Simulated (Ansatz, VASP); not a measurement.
Au in VASP and in Ansatz

```
Au
1.0
    -1.37686    1.37686    1.37686
     1.37686   -1.37686    1.37686
     1.37686    1.37686   -1.37686
Au
1
Direct
  0.00000 0.00000 0.00000
```

Change from the starting cell: volume scaled by 0.58, PAW files.

Alike in both runs: task single point; functional PBE; k mesh 16 × 16 × 16; occupations fermi-dirac, width 0.08 eV; no spin polarisation.

|  | VASP | Ansatz |
| --- | --- | --- |
| version | VASP 6.6.1 | Ansatz 0.2.0 |
| potentials or method | VASP PAW PBE potentials, release 64 (Au) | PAW with Ansatz's default frozen-core files, scalar-relativistic |
| plane-wave cutoff (eV) | 520 | 420 |
| valence electrons in the cell | 11 | 19 |

VASP gave:

* pressure (GPa): 349.0

**Question.** Which values does Ansatz return?

**Answer.** Pressure (GPa): 347.2.

Both programs put the cell under a high pressure, so it lies far from rest at this level. VASP's potentials hold 11 valence electrons a cell and Ansatz's 19, so a difference there can come from the potentials and not from the codes.

Spin-orbit coupling is off throughout. Noted on VASP's run: the cell as given lies far from equilibrium.
